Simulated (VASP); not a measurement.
A run of VASP 6.6.1:

Contents of INCAR:

```
  PREC = Accurate
  ENCUT = 520
  EDIFF = 1E-6
  ISMEAR = 0
  SIGMA = 0.15
  LREAL = F
  LASPH = T
  NELM = 60
  ALGO = Normal
  ISIF = 2
  LWAVE = F
  LCHARG = F
  GGA = PS
  NBANDS = 12
```

The input KPOINTS:

```
regular mesh
0
Gamma
  10 10 10
```

POSCAR

```
Ti
1.0
    0.0000000000      1.9944750000      2.0300000000
    2.0655250000      0.0000000000      2.0300000000
    2.0655250000      1.9944750000      0.0000000000
Ti
1
Direct
    0.0000000000      0.0000000000      0.0000000000
```

Potentials or basis: VASP PAW PBE potentials, release 64 (Ti_sv).

Run with:

```console
$ cat potpaw_PBE.64/Ti_sv/POTCAR > POTCAR
$ mpirun -np 1 vasp_std > vasp.out
```

Hardware: 1 thread of Intel Xeon 8259CL, on a shared host.

Task: Estimate the wall time of this run.

Result: Run time: 44 s on 1 thread of Intel Xeon 8259CL, with other jobs on the host, peak memory 0.16 GiB. Counts: scf iterations 12, k points 171.
